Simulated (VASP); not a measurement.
# SnTe (F-43m) in VASP: notebook

Aim: see how the results for SnTe move with the level of theory and the settings. Levels: LDA, r2SCAN. Tasks: single point.

Everything below comes from runs of VASP 6.6.1. Logs are shortened: lines on timing, memory, paths and dates and some standing lists are left out, and cuts for length are marked.

## Step 1: The cell of the first run

The structure is cubic, space group F-43m (No. 216). The conventional cell has a = 7.174 Å, b = 7.174 Å, c = 7.174 Å, α = 90.00°, β = 90.00°, γ = 90.00°. Within 4.1 Å of Te (site symmetry -43m) lie 4 Sn at 3.11 Å. Sn (site symmetry -43m) has 4 Te at 3.11 Å within 4.1 Å.

## Step 2: Single point, LDA

The input, INCAR:

```
SYSTEM = SnTe
ALGO = Normal
EDIFF = 1E-6
ENCUT = 520
ISIF = 2
ISMEAR = -1
LASPH = .TRUE.
LCHARG = .FALSE.
LREAL = .FALSE.
LWAVE = .FALSE.
NBANDS = 17
NELM = 80
PREC = Accurate
SIGMA = 0.05
```

The input, KPOINTS:

```
k-points
0
G
  7 7 7
  0 0 0
```

The input, POSCAR:

```
SnTe
1.0
    0.0000000000      3.5869093905      3.5869093905
    3.5869093905      0.0000000000      3.5869093905
    3.5869093905      3.5869093905      0.0000000000
Te Sn
1 1
Direct
    0.2500000000      0.2500000000      0.2500000000
    0.0000000000      0.0000000000      0.0000000000
```

Potentials or basis: VASP PAW LDA potentials, release 64 (Te, Sn_d).

Run with:

```sh
cat potpaw_LDA.64/Te/POTCAR potpaw_LDA.64/Sn_d/POTCAR > POTCAR
mpirun -np 1 vasp_std > vasp.out
```

OUTCAR:

```text
SYSTEM = SnTe
   EDIFF = 1E-6
   ENCUT = 520
   ISIF = 2
   ISMEAR = -1
   LASPH = .TRUE.
   LREAL = .FALSE.
   NELM = 80
   PREC = Accurate

 ion  position               nearest neighbor table
   1  0.250  0.250  0.250-   2 3.11   2 3.11   2 3.11   2 3.11
   2  0.000  0.000  0.000-   1 3.11   1 3.11   1 3.11   1 3.11

  LATTYP: Found a face centered cubic cell.
 ALAT       =     7.1738187810

  Lattice vectors:

 A1 = (   0.0000000000,   3.5869093905,   3.5869093905)
 A2 = (   3.5869093905,   0.0000000000,   3.5869093905)
 A3 = (   3.5869093905,   3.5869093905,   0.0000000000)

Analysis of symmetry for initial positions (statically):
=====================================================================
 Subroutine PRICEL returns:
 Original cell was already a primitive cell.

 Routine SETGRP: Setting up the symmetry group for a
 face centered cubic supercell.

 Subroutine GETGRP returns: Found 24 space group operations
 (whereof 24 operations were pure point group operations)
 out of a pool of 48 trial point group operations.

The static configuration has the point symmetry T_d .

Analysis of symmetry for dynamics (positions and initial velocities):
=====================================================================
 Subroutine PRICEL returns:
 Original cell was already a primitive cell.

 Routine SETGRP: Setting up the symmetry group for a
 face centered cubic supercell.

 Subroutine GETGRP returns: Found 24 space group operations
 (whereof 24 operations were pure point group operations)
 out of a pool of 48 trial point group operations.

The dynamic configuration has the point symmetry T_d .

 Subroutine INISYM returns: Found 24 space group operations
 (whereof 24 operations are pure point group operations),
 and found     1 'primitive' translations

----------------------------------------------------------------------------------------

                                     Primitive cell

  volume of cell :      92.2978

  direct lattice vectors                    reciprocal lattice vectors
     0.000000000  3.586909390  3.586909390    -0.139395771  0.139395771  0.139395771
     3.586909390  0.000000000  3.586909390     0.139395771 -0.139395771  0.139395771
     3.586909390  3.586909390  0.000000000     0.139395771  0.139395771 -0.139395771

  length of vectors
     5.072655907  5.072655907  5.072655907     0.241440558  0.241440558  0.241440558

  position of ions in fractional coordinates (direct lattice)
     0.250000000  0.250000000  0.250000000
     0.000000000  0.000000000  0.000000000

[... 71 lines left out ...]
   EDIFF  = 0.1E-05   stopping-criterion for ELM
   LREAL  =      F    real-space projection
   EDIFFG = 0.1E-04   stopping-criterion for IOM
   NSW    =      0    number of steps for IOM
   IBRION =     -1    ionic relax: 0-MD 1-quasi-New 2-CG
   NFREE  =      0    steps in history (QN), initial steepest desc. (CG)
   ISIF   =      2    stress and relaxation
   ISYM   =      2    0-nonsym 1-usesym 2-fastsym
   POTIM  = 0.5000    time-step for ionic-motion
   TEBEG  =    0.0;   TEEND  =   0.0 temperature during run
   PSTRESS=    0.0 pullay stress
   NELECT =      20.0000    total number of electrons
   NUPDOWN=      -1.0000    fix difference up-down
   EMIN   =  10.00;   EMAX   =-10.00  energy-range for DOS
   EFERMI =   0.00;   METHOD = LEGACY
   ISMEAR =    -1;   SIGMA  =   0.05  broadening in eV -4-tet -1-fermi 0-gaus
   EFERMI_NEDOS =   21; number of points for ismear=-14 and -15
   IALGO  =     38    algorithm
   IMIX   =      4    mixing-type and parameters
     AMIX     =   0.40;   BMIX     =  1.00
     AMIX_MAG =   1.60;   BMIX_MAG =  1.00
  volume/ion in A,a.u.               =      46.15       311.43
  Fermi-wavevector in a.u.,A,eV,Ry     =   0.983304  1.858175 13.155290  0.966887
  Thomas-Fermi vector in A             =   2.114452
   LORBIT       =      0    0 simple, 1 ext, 2 COOP (PROOUT), +10 PAW based schemes
   GGA     = CA    functional components
   LHFCALC =     F    Hartree Fock is set to
   AEXX    =    0.0000 exact exchange contribution
   IVDW    =     0    specifies the selected vdW correction
   LEPSILON=     F    determine dielectric tensor
   LRPA    =     F    only Hartree local field effects (RPA)
 non-spin polarized calculation
  energy-cutoff  :      520.00
  volume of cell :       92.30
 maximum number of plane-waves:      2521
 NGX is ok and might be reduce to    40
   NGX = 19   NGY = 19   NGZ = 19

 number of electron      20.0000005 magnetization

 Free energy of the ion-electron system (eV)
  ---------------------------------------------------
  ext. energy  EPLUGINS =         0.00000000
  ---------------------------------------------------
  free energy    TOTEN  =        -8.01830847 eV

  energy without entropy =       -8.01559031  energy(sigma->0) =       -8.01694939

 E-fermi :   3.0502     XC(G=0):  -7.8849

 val. band max:        2.9067516248   @ k =  -0.2857   0.4286   0.1429
 cond. band min:       3.1128818346   @ k =   0.4286   0.4286   0.0000
 fundamental gap:      0.2061302099
 Fermi energy:         3.0501796009

 k-point     1 :       0.0000    0.0000    0.0000
  band No.  band energies     occupation
      1     -18.6031      2.00000
      2     -18.6031      2.00000
      3     -18.6031      2.00000
      4     -18.5914      2.00000
      5     -18.5914      2.00000
      6      -8.5655      2.00000
[... 377 lines left out ...]
      4     -18.5918      2.00000
      5     -18.5910      2.00000
      6      -7.7890      2.00000
[... 9 lines left out ...]
     16      10.4012      0.00000
     17      11.7270      0.00000

------------------------ aborting loop because EDIFF is reached ----------------------------------------

  FORCE on cell =-STRESS in cart. coord.  units (eV):
  Direction    XX          YY          ZZ          XY          YZ          ZX
  --------------------------------------------------------------------------------------
  -------------------------------------------------------------------------------------
  Total       -1.0095936     -1.0095936     -1.0095936      0.0000000      0.0000000      0.0000000
  in kB      -17.5253208    -17.5253208    -17.5253208      0.0000000      0.0000000      0.0000000
  external PRESSURE =     -17.5253208 kB  Pullay stress =       0.0000000 kB

 VOLUME and BASIS-vectors are now :
 -----------------------------------------------------------------------------
  energy-cutoff  :      520.00
  volume of cell :       92.30
      direct lattice vectors                 reciprocal lattice vectors
     0.000000000  3.586909390  3.586909390    -0.139395771  0.139395771  0.139395771
     3.586909390  0.000000000  3.586909390     0.139395771 -0.139395771  0.139395771
     3.586909390  3.586909390  0.000000000     0.139395771  0.139395771 -0.139395771

 POSITION                                       TOTAL-FORCE (eV/Angst)
 -----------------------------------------------------------------------------------
      1.79345      1.79345      1.79345         0.000000      0.000000      0.000000
      0.00000      0.00000      0.00000        -0.000000     -0.000000     -0.000000
 -----------------------------------------------------------------------------------
    total drift:                               -0.000000     -0.000000     -0.000000

  FREE ENERGIE OF THE ION-ELECTRON SYSTEM (eV)
  ---------------------------------------------------
  free  energy   TOTEN  =        -8.0183084738 eV

  energy  without entropy=       -8.0155903060  energy(sigma->0) =       -8.01694939
```

Run time: 13 s. Hardware: 1 thread of Intel Xeon 6975P-C (Granite Rapids), shared host; peak memory 0.2 GiB.

What came out:

```yaml
Free_energy: -8.0183 eV
Pressure: -1.8 GPa
Band_gap_on_the_k_mesh: 0.21 eV, indirect (least direct gap 0.73 eV)
```

Caveat: spin-orbit coupling is left out, which moves the levels of the heavy elements. A k mesh can miss the band edges.

## Step 3: Single point, LDA

This run uses another cell than the first one, of 47.09 Å³/atom, 1.020 times its volume.

The input, INCAR:

```
SYSTEM = SnTe
PREC = Accurate ; ENCUT = 520
EDIFF = 1E-6 ; ISMEAR = -1
SIGMA = 0.05 ; LREAL = .False.
LASPH = .True. ; NELM = 60
ALGO = Normal ; ISIF = 2
LWAVE = .False. ; LCHARG = .False.
GGA = CA ; NBANDS = 17
```

The input, KPOINTS:

```
regular mesh
0
Gamma
  7 7 7
  0 0 0
```

The input, POSCAR:

```
SnTe
1.0
    0.0000000000      3.6111460000      3.6111460000
    3.6111460000      0.0000000000      3.6111460000
    3.6111460000      3.6111460000      0.0000000000
Te Sn
1 1
Direct
    0.2500000000      0.2500000000      0.2500000000
    0.0000000000      0.0000000000      0.0000000000
```

Potentials or basis: VASP PAW LDA potentials, release 64 (Te, Sn_d).

Run with:

```sh
cat potpaw_LDA.64/Te/POTCAR potpaw_LDA.64/Sn_d/POTCAR > POTCAR
mpirun -np 1 vasp_std > vasp.out
```

Wall time 13 s (1 thread of Intel Xeon 6975P-C (Granite Rapids), shared host); peak memory 0.21 GiB.

It converged, with:

```yaml
Free_energy: -7.9955 eV
Pressure: -2.2 GPa
Band_gap_on_the_k_mesh: 0.25 eV, indirect (least direct gap 0.75 eV)
```

Levels at points of the mesh, in eV from the valence-band top:
| k point | band 6 | band 7 | band 8 | band 9 | band 10 | band 11 | band 12 | band 13 | band 14 | band 15 |
| --- | --- | --- | --- | --- | --- | --- | --- | --- | --- | --- |
| (0.00, 0.00, 0.00) | -11.35 | -5.08 | -1.70 | -1.70 | -1.70 | 1.18 | 1.18 | 1.18 | 4.09 | 6.65 |

Caveat: spin-orbit coupling is left out, which moves the levels of the heavy elements. A k mesh can miss the band edges.

## Step 4: Single point, r2SCAN

This run uses another cell than the first one, of 44.27 Å³/atom, 0.959 times its volume.

The input, POSCAR:

```
SnTe
1.0
    0.0000000000      3.5374284581      3.5374284581
    3.5374284581      0.0000000000      3.5374284581
    3.5374284581      3.5374284581      0.0000000000
Te Sn
1 1
Direct
    0.2500000000      0.2500000000      0.2500000000
    0.0000000000      0.0000000000      0.0000000000
```

The input, INCAR.step1:

```
  PREC = Accurate
  ENCUT = 520
  ISMEAR = -1
  SIGMA = 0.05
  LREAL = F
  LASPH = T
  NELM = 60
  NBANDS = 17
  GGA = PE
  ALGO = Normal
  EDIFF = 1E-4
  LWAVE = T
  LCHARG = F
```

The input, INCAR.step2:

```
  PREC = Accurate
  ENCUT = 520
  EDIFF = 1E-6
  ISMEAR = -1
  SIGMA = 0.05
  LREAL = F
  LASPH = T
  NELM = 60
  ALGO = Normal
  ISIF = 2
  LWAVE = F
  LCHARG = T
  METAGGA = R2SCAN
  LMIXTAU = T
  LELF = T
  LVHAR = T
  NBANDS = 17
  ISTART = 1
```

The input, KPOINTS:

```
Automatic mesh
0
Gamma
  7 7 7
```

Potentials or basis: VASP PAW PBE potentials, release 64 (Te, Sn_d).

Run with:

```sh
cat potpaw_PBE.64/Te/POTCAR potpaw_PBE.64/Sn_d/POTCAR > POTCAR
cp INCAR.step1 INCAR
mpirun -np 1 vasp_std > vasp.out
cp INCAR.step2 INCAR
mpirun -np 1 vasp_std > vasp.out
```

It took 52 s on 1 thread of Intel Xeon 6975P-C (Granite Rapids), shared host; peak memory 0.26 GiB.

The run converged. Its results:

```
Free energy            : -50.0558 eV
Pressure               : 1.1 GPa
Band gap on the k mesh : 0.24 eV, indirect (least direct gap 0.85 eV)
```

Levels at points of the mesh, in eV from the valence-band top:
```csv
k point,band 8,band 9,band 10,band 11,band 12,band 13
"(0.00, 0.00, 0.00)",-2.15,-2.15,-2.15,1.16,1.16,1.16
```

Caveat: the PAW data sets were made with another functional, which shifts forces and pressure a little; spin-orbit coupling is left out, which moves the levels of the heavy elements. A k mesh can miss the band edges.

## Step 5: Single point, r2SCAN

This run uses another cell than the first one, of 47.09 Å³/atom, 1.020 times its volume.

The input, POSCAR:

```
SnTe
1.0
    0.0000000000      3.6111460000      3.6111460000
    3.6111460000      0.0000000000      3.6111460000
    3.6111460000      3.6111460000      0.0000000000
Te Sn
1 1
Direct
    0.2500000000      0.2500000000      0.2500000000
    0.0000000000      0.0000000000      0.0000000000
```

The input, INCAR.step1:

```
SYSTEM = SnTe
  PREC = Accurate
  ENCUT = 520
  ISMEAR = -1
  SIGMA = 0.05
  LREAL = .False.
  LASPH = .True.
  NELM = 60
  NBANDS = 17
  GGA = PE
  ALGO = Normal
  EDIFF = 1E-4
  LWAVE = .True.
  LCHARG = .False.
```

The input, INCAR.step2:

```
SYSTEM = SnTe
  PREC = Accurate
  ENCUT = 520
  EDIFF = 1E-6
  ISMEAR = -1
  SIGMA = 0.05
  LREAL = .False.
  LASPH = .True.
  NELM = 60
  ALGO = Normal
  ISIF = 2
  LWAVE = .False.
  LCHARG = .False.
  METAGGA = R2SCAN
  LMIXTAU = .True.
  NBANDS = 17
  ISTART = 1
```

The input, KPOINTS:

```
Automatic mesh
0
Gamma
  7 7 7
  0 0 0
```

Run with:

```sh
cat potpaw_PBE.64/Te/POTCAR potpaw_PBE.64/Sn_d/POTCAR > POTCAR
cp INCAR.step1 INCAR
mpirun -np 1 vasp_std > vasp.out
cp INCAR.step2 INCAR
mpirun -np 1 vasp_std > vasp.out
```

It took 57 s on 1 thread of Intel Xeon 6975P-C (Granite Rapids), shared host; peak memory 0.26 GiB.

It converged, with:

| Quantity | Value |
| --- | --- |
| Free energy | -50.0644 eV |
| Pressure | -0.6 GPa |
| Band gap on the k mesh | 0.40 eV, indirect (least direct gap 0.93 eV) |

Levels at points of the mesh, in eV from the valence-band top:
| k point | band 7 | band 8 | band 9 | band 10 | band 11 | band 12 | band 13 | band 14 |
| --- | --- | --- | --- | --- | --- | --- | --- | --- |
| (0.00, 0.00, 0.00) | -5.03 | -1.94 | -1.94 | -1.94 | 1.27 | 1.27 | 1.27 | 4.47 |

Caveat: the PAW data sets were made with another functional, which shifts forces and pressure a little; spin-orbit coupling is left out, which moves the levels of the heavy elements. A k mesh can miss the band edges.

## Step 6: Summary

```csv
level,potentials or basis,cell,gap on the mesh (eV),pressure (GPa)
LDA,"VASP PAW LDA potentials, release 64 (Te, Sn_d)","a = 5.073 Å, angles 60.0°, 2 atoms",0.21,-1.8
LDA,"VASP PAW LDA potentials, release 64 (Te, Sn_d)","a = 5.107 Å, angles 60.0°, 2 atoms",0.25,-2.2
r2SCAN,"VASP PAW PBE potentials, release 64 (Te, Sn_d)","a = 5.003 Å, angles 60.0°, 2 atoms",0.24,1.1
r2SCAN,"VASP PAW PBE potentials, release 64 (Te, Sn_d)","a = 5.107 Å, angles 60.0°, 2 atoms",0.40,-0.6
```

Alike in all rows: task single point; no spin polarisation; k mesh 7 × 7 × 7; cutoff (eV) 520; smearing fermi-dirac 0.05 eV.

Caveats: spin-orbit coupling is left out, which moves the levels of the heavy elements; the PAW data sets were made with another functional, which shifts forces and pressure a little (some runs).

Total energies depend on the potentials used, so only differences within one code and one set of settings carry meaning.
